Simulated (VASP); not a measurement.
# Al4NiPd3 (P4/mmm) in VASP: further runs

The runs below take Al4NiPd3 through single point, relaxation of shape and atoms at fixed volume, with PBE.

All numbers are computed with VASP 6.6.1; they aren't measurements. Logs are shortened: lines on timing, memory, paths and dates and some standing lists are left out, and cuts for length are marked.

### Step 1. The cell of the first run

The structure is tetragonal, space group P4/mmm (No. 123). The conventional cell has a = 4.189 Å, b = 4.189 Å, c = 5.994 Å, α = 90.00°, β = 90.00°, γ = 90.00°. Within 3.4 Å of Al (site symmetry 2mm) lie 2 Ni at 2.54 Å and 6 Pd at 2.54 to 2.61 Å and 6 Al at 2.89 to 3.11 Å. Within 3.4 Å of Ni (site symmetry 4/mmm) lie 8 Al at 2.54 Å and 6 Pd at 2.96 to 3.00 Å. Pd (site symmetry 4/mmm) has 8 Al at 2.54 Å and 4 Ni at 2.96 Å and 2 Pd at 3.00 Å within 3.4 Å. Within 3.4 Å of Pd (site symmetry 4/mmm) lie 8 Al at 2.61 Å and 6 Pd at 2.96 to 3.00 Å. Within 3.4 Å of Pd (site symmetry 4/mmm) lie 8 Al at 2.61 Å and 4 Pd at 2.96 Å and 2 Ni at 3.00 Å.

### Step 2. Single point, PBE (13.15 Å³/atom)

File INCAR:

```
SYSTEM = Al4NiPd3
ALGO     = Fast           ! electronic algorithm
EDIFF    = 1E-6           ! SCF threshold, eV
ENCUT    = 520            ! plane-wave cutoff, eV
GGA      = PE             ! functional
ISIF     = 2              ! what is computed and relaxed
ISMEAR   = 0              ! smearing method
LASPH    = .TRUE.         ! aspherical terms in the spheres
LCHARG   = .FALSE.        ! write CHGCAR
LREAL    = .FALSE.        ! projectors in reciprocal space
LWAVE    = .FALSE.        ! write WAVECAR
NBANDS   = 36             ! bands
NELM     = 60             ! most SCF steps
PREC     = Accurate       ! precision mode
SIGMA    = 0.1            ! smearing width, eV
```

File KPOINTS:

```
k-points
0
G
  10 10 6
  0 0 0
```

File POSCAR:

```
Al4NiPd3
1.0
    4.1894341150      0.0000000000      0.0000000000
    0.0000000000      4.1894341150      0.0000000000
    0.0000000000      0.0000000000      5.9944919683
Al Ni Pd
4 1 3
Direct
    0.5000000000      0.0000000000      0.7590980000
    0.0000000000      0.5000000000      0.7590980000
    0.5000000000      0.0000000000      0.2409020000
    0.0000000000      0.5000000000      0.2409020000
    0.5000000000      0.5000000000      0.0000000000
    0.0000000000      0.0000000000      0.0000000000
    0.0000000000      0.0000000000      0.5000000000
    0.5000000000      0.5000000000      0.5000000000
```

Potentials or basis: VASP PAW PBE potentials, release 64 (Al, Ni, Pd).

On the command line:

```sh
$ cat potpaw_PBE.64/Al/POTCAR potpaw_PBE.64/Ni/POTCAR potpaw_PBE.64/Pd/POTCAR > POTCAR
$ mpirun -np 1 vasp_std > vasp.out
```

OUTCAR:

```text
SYSTEM = Al4NiPd3
   EDIFF = 1E-6
   ENCUT = 520
   GGA = PE
   ISIF = 2
   ISMEAR = 0
   LASPH = .TRUE.
   LREAL = .FALSE.
   NELM = 60
   PREC = Accurate

 ion  position               nearest neighbor table
   1  0.500  0.000  0.759-   5 2.54   6 2.54   5 2.54   6 2.54   7 2.61   8 2.61   8 2.61   7 2.61
                             3 2.89   2 2.96   2 2.96   2 2.96   2 2.96   3 3.11
   2  0.000  0.500  0.759-   5 2.54   6 2.54   6 2.54   5 2.54   7 2.61   7 2.61   8 2.61   8 2.61
                             4 2.89   1 2.96   1 2.96   1 2.96   1 2.96   4 3.11
   3  0.500  0.000  0.241-   5 2.54   6 2.54   5 2.54   6 2.54   7 2.61   8 2.61   8 2.61   7 2.61
                             1 2.89   4 2.96   4 2.96   4 2.96   4 2.96   1 3.11
   4  0.000  0.500  0.241-   5 2.54   6 2.54   6 2.54   5 2.54   7 2.61   7 2.61   8 2.61   8 2.61
                             2 2.89   3 2.96   3 2.96   3 2.96   3 2.96   2 3.11
   5  0.500  0.500  0.000-   1 2.54   2 2.54   3 2.54   4 2.54   1 2.54   3 2.54   2 2.54   4 2.54
                             6 2.96   6 2.96   6 2.96   6 2.96   8 3.00   8 3.00
   6  0.000  0.000  0.000-   1 2.54   2 2.54   3 2.54   4 2.54   2 2.54   4 2.54   1 2.54   3 2.54
                             5 2.96   5 2.96   5 2.96   5 2.96   7 3.00   7 3.00
   7  0.000  0.000  0.500-   1 2.61   2 2.61   3 2.61   4 2.61   2 2.61   4 2.61   1 2.61   3 2.61
                             8 2.96   8 2.96   8 2.96   8 2.96   6 3.00   6 3.00
   8  0.500  0.500  0.500-   1 2.61   2 2.61   3 2.61   4 2.61   1 2.61   3 2.61   2 2.61   4 2.61
                             7 2.96   7 2.96   7 2.96   7 2.96   5 3.00   5 3.00

  LATTYP: Found a simple tetragonal cell.
 ALAT       =     4.1894341150
 C/A-ratio  =     1.4308595872

  Lattice vectors:

 A1 = (   4.1894341150,   0.0000000000,   0.0000000000)
 A2 = (   0.0000000000,   4.1894341150,   0.0000000000)
 A3 = (   0.0000000000,   0.0000000000,   5.9944919683)

Analysis of symmetry for initial positions (statically):
=====================================================================
 Subroutine PRICEL returns:
 Original cell was already a primitive cell.

 Routine SETGRP: Setting up the symmetry group for a
 simple tetragonal supercell.

 Subroutine GETGRP returns: Found 16 space group operations
 (whereof 16 operations were pure point group operations)
 out of a pool of 16 trial point group operations.

The static configuration has the point symmetry D_4h.

Analysis of symmetry for dynamics (positions and initial velocities):
=====================================================================
 Subroutine PRICEL returns:
 Original cell was already a primitive cell.

 Routine SETGRP: Setting up the symmetry group for a
 simple tetragonal supercell.

 Subroutine GETGRP returns: Found 16 space group operations
 (whereof 16 operations were pure point group operations)
 out of a pool of 16 trial point group operations.

The dynamic configuration has the point symmetry D_4h.

 Subroutine INISYM returns: Found 16 space group operations
 (whereof 16 operations are pure point group operations),
 and found     1 'primitive' translations

----------------------------------------------------------------------------------------

                                     Primitive cell

  volume of cell :     105.2115

  direct lattice vectors                    reciprocal lattice vectors
     4.189434115  0.000000000  0.000000000     0.238695722  0.000000000  0.000000000
     0.000000000  4.189434115  0.000000000     0.000000000  0.238695722  0.000000000
     0.000000000  0.000000000  5.994491968     0.000000000  0.000000000  0.166819808

  length of vectors
     4.189434115  4.189434115  5.994491968     0.238695722  0.238695722  0.166819808

  position of ions in fractional coordinates (direct lattice)
     0.500000000  0.000000000  0.759098000
     0.000000000  0.500000000  0.759098000
     0.500000000  0.000000000  0.240902000
     0.000000000  0.500000000  0.240902000
     0.500000000  0.500000000  0.000000000
     0.000000000  0.000000000  0.000000000
     0.000000000  0.000000000  0.500000000
     0.500000000  0.500000000  0.500000000

  ion indices of the primitive-cell ions
   primitive index   ion index
                 1           1
                 2           2
                 3           3
                 4           4
                 5           5
                 6           6
                 7           7
                 8           8

----------------------------------------------------------------------------------------

 KPOINTS: k-points

Automatic generation of k-mesh.
 Grid dimensions read from file:
 generate k-points for:   10   10    6

 Generating k-lattice:

  Cartesian coordinates                     Fractional coordinates (reciprocal lattice)
     0.023869572  0.000000000  0.000000000     0.100000000  0.000000000  0.000000000
     0.000000000  0.023869572  0.000000000     0.000000000  0.100000000  0.000000000
     0.000000000  0.000000000  0.027803301     0.000000000  0.000000000  0.166666667

  Length of vectors
     0.023869572  0.023869572  0.027803301

  Shift w.r.t. Gamma in fractional coordinates (k-lattice)
     0.000000000  0.000000000  0.000000000

 Subroutine IBZKPT returns following result:
 ===========================================

 Found     84 irreducible k-points:

 Following reciprocal coordinates:
            Coordinates               Weight
  0.000000  0.000000  0.000000      1.000000
  0.100000  0.000000  0.000000      4.000000
  0.200000  0.000000  0.000000      4.000000
  0.300000  0.000000  0.000000      4.000000
  0.400000  0.000000  0.000000      4.000000
  0.500000  0.000000  0.000000      2.000000
[... 16 lines left out ...]
  0.100000  0.000000  0.166667      8.000000
  0.200000  0.000000  0.166667      8.000000
 [... further k-points ...]
   k-points           NKPTS =     84   k-points in BZ     NKDIM =     84   number of bands    NBANDS=     36
   number of dos      NEDOS =    301   number of ions     NIONS =      8
   total plane-waves  NPLWV =  49152
   dimension x,y,z NGX =    32 NGY =   32 NGZ =   48
   dimension x,y,z NGXF=    64 NGYF=   64 NGZF=   96
   ions per type =               4   1   3
   NGX,Y,Z   is equivalent  to a cutoff of  12.70, 12.70, 13.31 a.u.
   NGXF,Y,Z  is equivalent  to a cutoff of  25.40, 25.40, 26.62 a.u.
 SYSTEM =  Al4NiPd3
   PREC   = accura    normal or accurate (medium, high low for compatibility)
   ISTART =      0    job   : 0-new  1-cont  2-samecut
   ICHARG =      2    charge: 1-file 2-atom 10-const
   ISPIN  =      1    spin polarized calculation?
   LNONCOLLINEAR =      F non collinear calculations
   LSORBIT =      F    spin-orbit coupling
   LASPH  =      T    aspherical Exc in radial PAW
   ENCUT  =  520.0 eV  38.22 Ry    6.18 a.u.   7.79  7.79 11.15*2*pi/ulx,y,z
   NELM   =     60;   NELMIN=  2; NELMDL= -5     # of ELM steps
   EDIFF  = 0.1E-05   stopping-criterion for ELM
   LREAL  =      F    real-space projection
   EDIFFG = 0.1E-04   stopping-criterion for IOM
   NSW    =      0    number of steps for IOM
   IBRION =     -1    ionic relax: 0-MD 1-quasi-New 2-CG
   NFREE  =      0    steps in history (QN), initial steepest desc. (CG)
   ISIF   =      2    stress and relaxation
   ISYM   =      2    0-nonsym 1-usesym 2-fastsym
   POTIM  = 0.5000    time-step for ionic-motion
   TEBEG  =    0.0;   TEEND  =   0.0 temperature during run
   PSTRESS=    0.0 pullay stress
   NELECT =      52.0000    total number of electrons
   NUPDOWN=      -1.0000    fix difference up-down
   EMIN   =  10.00;   EMAX   =-10.00  energy-range for DOS
   EFERMI =   0.00;   METHOD = LEGACY
   ISMEAR =     0;   SIGMA  =   0.10  broadening in eV -4-tet -1-fermi 0-gaus
   EFERMI_NEDOS =   21; number of points for ismear=-14 and -15
   IALGO  =     68    algorithm
   IMIX   =      4    mixing-type and parameters
     AMIX     =   0.40;   BMIX     =  1.00
     AMIX_MAG =   1.60;   BMIX_MAG =  1.00
  volume/ion in A,a.u.               =      13.15        88.75
  Fermi-wavevector in a.u.,A,eV,Ry     =   1.294359  2.445985 22.794744  1.675366
  Thomas-Fermi vector in A             =   2.425947
   LORBIT       =      0    0 simple, 1 ext, 2 COOP (PROOUT), +10 PAW based schemes
   GGA     = PE    functional components
   LHFCALC =     F    Hartree Fock is set to
   AEXX    =    0.0000 exact exchange contribution
   IVDW    =     0    specifies the selected vdW correction
   LEPSILON=     F    determine dielectric tensor
   LRPA    =     F    only Hartree local field effects (RPA)
 non-spin polarized calculation
 RMM-DIIS sequential band-by-band and
 Gauss-broadening in eV      SIGMA  =   0.10
  energy-cutoff  :      520.00
  volume of cell :      105.21
 maximum number of plane-waves:      2864
 NGX is ok and might be reduce to    32
   NGX = 15   NGY = 15   NGZ = 23

 number of electron      51.9999998 magnetization

 Free energy of the ion-electron system (eV)
  ---------------------------------------------------
  ext. energy  EPLUGINS =         0.00000000
  ---------------------------------------------------
  free energy    TOTEN  =       -42.22315023 eV

  energy without entropy =      -42.20771054  energy(sigma->0) =      -42.21543039

 E-fermi :  11.0371     XC(G=0): -12.2563

 val. band max:       11.0318499187   @ k =   0.2000   0.2000   0.3333
 cond. band min:      11.0413809276   @ k =   0.3000   0.3000   0.3333
 fundamental gap:      0.0095310090
 Fermi energy:        11.0370535336

 k-point     1 :       0.0000    0.0000    0.0000
  band No.  band energies     occupation
      1       0.0227      2.00000
      2       3.7965      2.00000
      3       3.9132      2.00000
      4       4.0494      2.00000
      5       4.9968      2.00000
      6       4.9968      2.00000
[... 28 lines left out ...]
     35      16.1148      0.00000
     36      16.1267      0.00000
[... 866 lines left out ...]
      6       5.2191      2.00000
[... 28 lines left out ...]
     35      16.8094      0.00000
     36      17.3820      0.00000

 [... further k-points ...]

------------------------ aborting loop because EDIFF is reached ----------------------------------------

  FORCE on cell =-STRESS in cart. coord.  units (eV):
  Direction    XX          YY          ZZ          XY          YZ          ZX
  --------------------------------------------------------------------------------------
  -------------------------------------------------------------------------------------
  Total        7.2289298      7.2289298      7.2427185      0.0000000      0.0000000      0.0000000
  in kB      110.0833099    110.0833099    110.2932864      0.0000000      0.0000000      0.0000000
  external PRESSURE =     110.1533020 kB  Pullay stress =       0.0000000 kB

 VOLUME and BASIS-vectors are now :
 -----------------------------------------------------------------------------
  energy-cutoff  :      520.00
  volume of cell :      105.21
      direct lattice vectors                 reciprocal lattice vectors
     4.189434115  0.000000000  0.000000000     0.238695722  0.000000000  0.000000000
     0.000000000  4.189434115  0.000000000     0.000000000  0.238695722  0.000000000
     0.000000000  0.000000000  5.994491968     0.000000000  0.000000000  0.166819808

 POSITION                                       TOTAL-FORCE (eV/Angst)
 -----------------------------------------------------------------------------------
      2.09472      0.00000      4.55041        -0.000000      0.000000      0.007366
      0.00000      2.09472      4.55041         0.000000     -0.000000      0.007366
      2.09472      0.00000      1.44409         0.000000     -0.000000     -0.007366
      0.00000      2.09472      1.44409        -0.000000     -0.000000     -0.007366
      2.09472      2.09472      0.00000         0.000000      0.000000      0.000000
      0.00000      0.00000      0.00000         0.000000      0.000000      0.000000
      0.00000      0.00000      2.99725         0.000000      0.000000      0.000000
      2.09472      2.09472      2.99725         0.000000      0.000000      0.000000
 -----------------------------------------------------------------------------------
    total drift:                                0.000000     -0.000000     -0.000000

  FREE ENERGIE OF THE ION-ELECTRON SYSTEM (eV)
  ---------------------------------------------------
  free  energy   TOTEN  =       -42.2231502338 eV

  energy  without entropy=      -42.2077105412  energy(sigma->0) =      -42.21543039
```

It took 2.1 min on 1 thread of Intel Xeon 6975P-C (Granite Rapids), shared host; peak memory 0.42 GiB.

Results:

```yaml
Free_energy: -42.2232 eV
Pressure: 11.0 GPa
Largest_force: 0.007 eV/Å
Band_gap_on_the_k_mesh: zero (bands 26 and 27 overlap by 3.25 eV)
```

Forces on the atoms (eV/Å):
```
Al   0.000  0.000  0.007
Al   0.000  0.000  0.007
Al   0.000  0.000 -0.007
Al   0.000  0.000 -0.007
Ni   0.000  0.000  0.000
Pd   0.000  0.000  0.000
Pd   0.000  0.000  0.000
Pd   0.000  0.000  0.000
```

Caveat: the cell stands under pressure. Spin polarisation is off, so any magnetic state and its effect on volume and gap are missing.

(Part 1 of 2 ends here.)
